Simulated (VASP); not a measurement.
# Be (P2_1/m) in VASP: notebook

The runs below take Be through single point, with PBE+D3(BJ).

Everything below comes from runs of VASP 6.6.1. Logs are shortened: lines on timing, memory, paths and dates and some standing lists are left out, and cuts for length are marked.

## Step 1: The cell of the first run

Symmetry: P2_1/m, No. 11, monoclinic system. The conventional cell has a = 2.214 Å, b = 3.500 Å, c = 2.214 Å, α = 90.00°, β = 120.00°, γ = 90.00°. Within 2.7 Å of Be (site symmetry m) lie 12 Be at 2.05 to 2.24 Å.

## Step 2: Single point, PBE+D3(BJ) (atoms displaced along several vibrational modes)

INCAR reads:

```
PREC = Accurate
ENCUT = 520
EDIFF = 1E-6
ISMEAR = 0
SIGMA = 0.15
LREAL = False
LASPH = True
NELM = 100
ALGO = Fast
ISIF = 2
LWAVE = False
LCHARG = True
GGA = PE
IVDW = 12
LELF = True
LVHAR = True
NBANDS = 9
```

KPOINTS reads:

```
Automatic mesh
0
Gamma
  24 24 12
```

POSCAR reads:

```
Be
1.0
    2.2141966284      0.0000000000      0.0000000000
   -1.1070983142      1.9175505292      0.0000000000
    0.0000000000      0.0000000000      3.5001053904
Be
2
Direct
    0.2793944392      0.6425212795      0.2500000000
    0.7206055608      0.3574787205      0.7500000000
```

Potentials or basis: VASP PAW PBE potentials, release 64 (Be).

Started as:

```console
> cat potpaw_PBE.64/Be/POTCAR > POTCAR
> mpirun -np 1 vasp_std > vasp.out
```

OUTCAR:

```text
PREC = Accurate
   ENCUT = 520
   EDIFF = 1E-6
   ISMEAR = 0
   LREAL = False
   LASPH = True
   NELM = 100
   ISIF = 2
   GGA = PE
   IVDW = 12
 IVDW          = 12

 ion  position               nearest neighbor table
   1  0.279  0.643  0.250-   2 2.05   2 2.05   2 2.23   2 2.23   2 2.24   2 2.24
   2  0.721  0.357  0.750-   1 2.05   1 2.05   1 2.23   1 2.23   1 2.24   1 2.24

  LATTYP: Found a hexagonal cell.
 ALAT       =     2.2141966284
 C/A-ratio  =     1.5807563545

  Lattice vectors:

 A1 = (   2.2141966284,   0.0000000000,   0.0000000000)
 A2 = (  -1.1070983142,   1.9175505292,   0.0000000000)
 A3 = (   0.0000000000,   0.0000000000,   3.5001053904)

Analysis of symmetry for initial positions (statically):
=====================================================================
 Subroutine PRICEL returns:
 Original cell was already a primitive cell.

 Routine SETGRP: Setting up the symmetry group for a
 hexagonal supercell.

 Subroutine GETGRP returns: Found  4 space group operations
 (whereof  2 operations were pure point group operations)
 out of a pool of 24 trial point group operations.

The static configuration has the point symmetry S_2 .
 The point group associated with its full space group is C_2h.

Analysis of symmetry for dynamics (positions and initial velocities):
=====================================================================
 Subroutine PRICEL returns:
 Original cell was already a primitive cell.

 Routine SETGRP: Setting up the symmetry group for a
 hexagonal supercell.

 Subroutine GETGRP returns: Found  4 space group operations
 (whereof  2 operations were pure point group operations)
 out of a pool of 24 trial point group operations.

The dynamic configuration has the point symmetry S_2 .
 The point group associated with its full space group is C_2h.

 Subroutine INISYM returns: Found  4 space group operations
 (whereof  2 operations are pure point group operations),
 and found     1 'primitive' translations

----------------------------------------------------------------------------------------

                                     Primitive cell

  volume of cell :      14.8609

  direct lattice vectors                    reciprocal lattice vectors
     2.214196628  0.000000000  0.000000000     0.451631073  0.260749322  0.000000000
    -1.107098314  1.917550529  0.000000000     0.000000000  0.521498644  0.000000000
[... 84 lines left out ...]
   NELM   =    100;   NELMIN=  2; NELMDL= -5     # of ELM steps
   EDIFF  = 0.1E-05   stopping-criterion for ELM
   LREAL  =      F    real-space projection
[... 7 lines left out ...]
   TEBEG  =    0.0;   TEEND  =   0.0 temperature during run
   PSTRESS=    0.0 pullay stress
   NELECT =       4.0000    total number of electrons
   NUPDOWN=      -1.0000    fix difference up-down
   EMIN   =  10.00;   EMAX   =-10.00  energy-range for DOS
   EFERMI =   0.00;   METHOD = LEGACY
   ISMEAR =     0;   SIGMA  =   0.15  broadening in eV -4-tet -1-fermi 0-gaus
   EFERMI_NEDOS =   21; number of points for ismear=-14 and -15
   IALGO  =     68    algorithm
   IMIX   =      4    mixing-type and parameters
     AMIX     =   0.40;   BMIX     =  1.00
     AMIX_MAG =   1.60;   BMIX_MAG =  1.00
  volume/ion in A,a.u.               =       7.43        50.14
  Fermi-wavevector in a.u.,A,eV,Ry     =   1.057012  1.997464 15.201455  1.117275
  Thomas-Fermi vector in A             =   2.192270
   LORBIT       =      0    0 simple, 1 ext, 2 COOP (PROOUT), +10 PAW based schemes
   GGA     = PE    functional components
   LHFCALC =     F    Hartree Fock is set to
   AEXX    =    0.0000 exact exchange contribution
   IVDW    =    12    specifies the selected vdW correction
   LEPSILON=     F    determine dielectric tensor
   LRPA    =     F    only Hartree local field effects (RPA)
 non-spin polarized calculation
 RMM-DIIS sequential band-by-band and
 Gauss-broadening in eV      SIGMA  =   0.15
  energy-cutoff  :      520.00
  volume of cell :       14.86
 maximum number of plane-waves:       418
   NGX =  9   NGY =  9   NGZ = 13

 number of electron       4.0000000 magnetization

 Free energy of the ion-electron system (eV)
  ---------------------------------------------------
  ext. energy  EPLUGINS =         0.00000000
  ---------------------------------------------------
  free energy    TOTEN  =        -7.41218608 eV

  energy without entropy =       -7.41010081  energy(sigma->0) =       -7.41114345

 E-fermi :   7.6066     XC(G=0): -10.8110

 val. band max:        7.6013036911   @ k =  -0.2917  -0.3750   0.0000
 cond. band min:       7.6117507388   @ k =  -0.2083   0.4583   0.0833
 fundamental gap:      0.0104470477
 Fermi energy:         7.6065750299

 k-point     1 :       0.0000    0.0000    0.0000
  band No.  band energies     occupation
      1      -4.1479      2.00000
      2       2.8128      2.00000
      3       8.8136      0.00000
      4      23.9680      0.00000
      5      25.2355      0.00000
      6      26.2712      0.00000
      7      28.2636      0.00000
      8      29.5574      0.00000
      9      35.2709      0.00000
[... 265 lines left out ...]
 k-point    24 :       0.0000    0.3333    0.0000
  band No.  band energies     occupation
      1      -0.8850      2.00000
      2       7.0916      2.00000
      3       8.2554      0.00000
      4      13.8732      0.00000
      5      18.6927      0.00000
      6      20.5484      0.00000
      7      21.8253      0.00000
      8      24.8269      0.00000
      9      30.2579      0.00000

 [... further k-points ...]

------------------------ aborting loop because EDIFF is reached ----------------------------------------

 Edisp (eV)   -0.75731

 E8    (eV) :    -0.2626

  FORCE on cell =-STRESS in cart. coord.  units (eV):
  Direction    XX          YY          ZZ          XY          YZ          ZX
  --------------------------------------------------------------------------------------
  -------------------------------------------------------------------------------------
  Total       0.22009    -0.23129     0.35927     0.47903     0.00000     0.00000
  in kB      23.72850   -24.93571    38.73380    51.64531     0.00000     0.00000
  external pressure =       12.51 kB  Pullay stress =        0.00 kB

 VOLUME and BASIS-vectors are now :
 -----------------------------------------------------------------------------
  energy-cutoff  :      520.00
  volume of cell :       14.86
      direct lattice vectors                 reciprocal lattice vectors
     2.214196628  0.000000000  0.000000000     0.451631073  0.260749322  0.000000000
    -1.107098314  1.917550529  0.000000000     0.000000000  0.521498644  0.000000000
     0.000000000  0.000000000  3.500105390     0.000000000  0.000000000  0.285705683

 POSITION                                       TOTAL-FORCE (eV/Angst)
 -----------------------------------------------------------------------------------
     -0.09270      1.23207      0.87503         0.849800      0.463462      0.000000
      1.19980      0.68548      2.62508        -0.849800     -0.463462      0.000000
 -----------------------------------------------------------------------------------
    total drift:                               -0.000000      0.000000     -0.000000

  FREE ENERGIE OF THE ION-ELECTRON SYSTEM (eV)
  ---------------------------------------------------
  free  energy   TOTEN  =        -8.1694954670 eV

  energy  without entropy=       -8.1674102017  energy(sigma->0) =       -8.16845283
```

stdout:

```text
POSCAR found type information on POSCAR Be
 POSCAR found :  1 types and       2 ions
 scaLAPACK will be used
 LDA part: xc-table for (Slater+PW92), standard interpolation
 POSCAR, INCAR and KPOINTS ok, starting setup
 FFT: planning ... GRIDC
 FFT: planning ... GRID_SOFT
 FFT: planning ... GRID
 WAVECAR not read
 entering main loop
```

It took 52 s on 1 thread of Intel Xeon 6975P-C (Granite Rapids), shared host; peak memory 0.33 GiB.

Results:

- Free energy: -8.1695 eV
- Pressure: 1.3 GPa
- Largest force: 0.968 eV/Å
- Band gap on the k mesh: zero (bands 2 and 3 overlap by 2.13 eV)
- Dispersion energy per atom: -0.379 eV

Forces in eV/Å, atoms in the order of the input:
```
Be   0.850  0.463  0.000
Be  -0.850 -0.463  0.000
```

Stress tensor (GPa, compression positive):
```
 2.37  5.16  0.00
 5.16 -2.49  0.00
 0.00  0.00  3.87
```

Caveat: the cell differs from its parent crystal (atoms displaced along several vibrational modes); the stress differs along the axes, from -2 to 4 GPa.

## Step 3: Single point, PBE+D3(BJ) (atoms displaced along several vibrational modes)

INCAR reads:

```
PREC = Accurate ; ENCUT = 520
EDIFF = 1E-6 ; ISMEAR = 0
SIGMA = 0.15 ; LREAL = False
LASPH = True ; NELM = 60
ALGO = Fast ; ISIF = 2
LWAVE = False ; LCHARG = True
GGA = PE ; IVDW = 12
LELF = True ; LVHAR = True
NBANDS = 9
```

KPOINTS reads:

```
regular mesh
0
Gamma
  24 24 12
```

POSCAR reads:

```
Be
1.0
    2.2141966284      0.0000000000      0.0000000000
   -1.1070983142      1.9175505292      0.0000000000
    0.0000000000      0.0000000000      3.5001053904
Be
2
Direct
    0.2882513525      0.6183237424      0.2500000000
    0.7117486475      0.3816762576      0.7500000000
```

Potentials or basis: VASP PAW PBE potentials, release 64 (Be).

Started as:

```console
> cat potpaw_PBE.64/Be/POTCAR > POTCAR
> mpirun -np 1 vasp_std > vasp.out
```

Run time: 54 s. Hardware: 1 thread of Intel Xeon 6975P-C (Granite Rapids), shared host; peak memory 0.33 GiB.

The run converged. Its results:

```
Free energy                : -8.1850 eV
Pressure                   : 1.1 GPa
Largest force              : 0.771 eV/Å
Band gap on the k mesh     : zero (bands 2 and 3 overlap by 2.20 eV)
Dispersion energy per atom : -0.379 eV
```

Forces in eV/Å, atoms in the order of the input:
```
Be   0.503  0.585  0.000
Be  -0.503 -0.585  0.000
```

Stress tensor (GPa, compression positive):
```
 6.13  2.26  0.00
 2.26 -5.90  0.00
 0.00  0.00  3.02
```

Levels at points of the mesh, in eV from the Fermi level:
```
           k point  band 1  band 2  band 3  band 4  band 5  band 6
(0.00, 0.00, 0.00)  -11.75   -4.78    1.21   16.26   17.71   18.65
(0.50, 0.00, 0.00)   -4.89   -3.91    4.48    5.58    8.33    9.81
(0.00, 0.50, 0.00)   -5.60   -2.44    3.04    5.74    7.74    9.88
(0.50, 0.50, 0.00)   -5.26   -3.29    3.71    6.60    7.15   10.19
(0.00, 0.00, 0.50)   -9.55   -9.55   11.02   11.02   18.40   18.40
(0.50, 0.00, 0.50)   -4.04   -4.04    2.14    2.14   12.54   12.54
(0.00, 0.50, 0.50)   -3.58   -3.58    1.12    1.12   12.52   12.52
(0.50, 0.50, 0.50)   -3.89   -3.89    1.77    1.77   12.43   12.43
```

Caveat: the cell differs from its parent crystal (atoms displaced along several vibrational modes); the stress differs along the axes, from -6 to 6 GPa.
